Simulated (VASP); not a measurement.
Set up this calculation in VASP 6.6.1, as the native input.

```
Task                   : single point
Functional             : PBE
Potentials or basis    : VASP PAW PBE potentials, release 64 (Rb_sv, Cd)
Cutoff                 : 520 eV
k mesh                 : 4 × 4 × 4
Occupations            : gaussian, width 0.1 eV
Spin                   : no spin polarisation
Dipole correction      : no
Further INCAR settings : ALGO = Normal; EDIFF = 1e-07; NBANDS = 29
```

The structure of RbCd lies in POSCAR:

```
RbCd
1.0
    0.0000000000      4.1166595167      4.1166595167
    4.1166595167      0.0000000000      4.1166595167
    4.1166595167      4.1166595167      0.0000000000
Rb Cd
2 2
Direct
    0.5000000000      0.5000000000      0.5000000000
    0.7500000000      0.7500000000      0.7500000000
    0.0000000000      0.0000000000      0.0000000000
    0.2500000000      0.2500000000      0.2500000000
```

The input as run:

INCAR

```
SYSTEM = RbCd
PREC = Accurate
ENCUT = 520
EDIFF = 1E-7
ISMEAR = 0
SIGMA = 0.1
LREAL = .FALSE.
LASPH = .TRUE.
NELM = 60
ALGO = Normal
ISIF = 2
LWAVE = .FALSE.
LCHARG = .FALSE.
GGA = PE
NBANDS = 29
```

KPOINTS

```
Automatic mesh
0
G
  4 4 4
  0 0 0
```

Potentials or basis: VASP PAW PBE potentials, release 64 (Rb_sv, Cd).

Command:

```bash
$ cat potpaw_PBE.64/Rb_sv/POTCAR potpaw_PBE.64/Cd/POTCAR > POTCAR
$ mpirun -np 1 vasp_std > vasp.out
```

Results of the run:

The pressure is 1.9 GPa and the band gap on the k mesh is zero (bands 21 and 22 overlap by 1.33 eV).

Run time: 21 s on 1 thread of Intel(R) Xeon(R) 6975P-C (Granite Rapids), with other jobs on the host, peak memory 0.31 GiB.
